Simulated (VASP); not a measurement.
A run of VASP 6.6.1 is set up as follows.

INCAR

```
ALGO     = Normal         # electronic algorithm
EDIFF    = 1E-8           # SCF threshold, eV
ENCUT    = 520            # plane-wave cutoff, eV
GGA      = PS             # functional
ISIF     = 2              # what is computed and relaxed
ISMEAR   = -1             # smearing method
LASPH    = True           # aspherical terms in the spheres
LCHARG   = False          # write CHGCAR
LEFG     = True         
LREAL    = False          # projectors in reciprocal space
LWAVE    = False          # write WAVECAR
NBANDS   = 15             # bands
NELM     = 60             # most SCF steps
PREC     = Accurate       # precision mode
SIGMA    = 0.02           # smearing width, eV
```

Contents of KPOINTS:

```
k-points
0
Gamma
  8 8 8
```

File POSCAR:

```
BaS
1.0
    0.0319375000      3.2097187500      3.2097187500
    3.2097187500      0.0319375000      3.2097187500
    3.2097187500      3.2097187500      0.0319375000
Ba S
1 1
Direct
    0.0000000000      0.0000000000      0.0000000000
    0.5000000000      0.5000000000      0.5000000000
```

Potentials or basis: VASP PAW PBE potentials, release 64 (Ba_sv, S).

Run with:

```bash
$ cat potpaw_PBE.64/Ba_sv/POTCAR potpaw_PBE.64/S/POTCAR > POTCAR
$ mpirun -np 1 vasp_std > vasp.out
```

(1) Predict the band gap on the k mesh.

(2) Estimate the pressure.

Results:

(1) 1.97 eV, indirect (least direct gap 2.11 eV).

(2) -0.5 GPa.

Caveat: the cell differs from its parent crystal (equal xy, yz and zx shear strains of +1 %); without QUAD_EFG the Cq values of the log hold for a quadrupole moment of 1 mb, not for the nuclei; the PAW data sets were made with another functional, which shifts forces and pressure a little; spin-orbit coupling is left out, which moves the levels of the heavy elements.
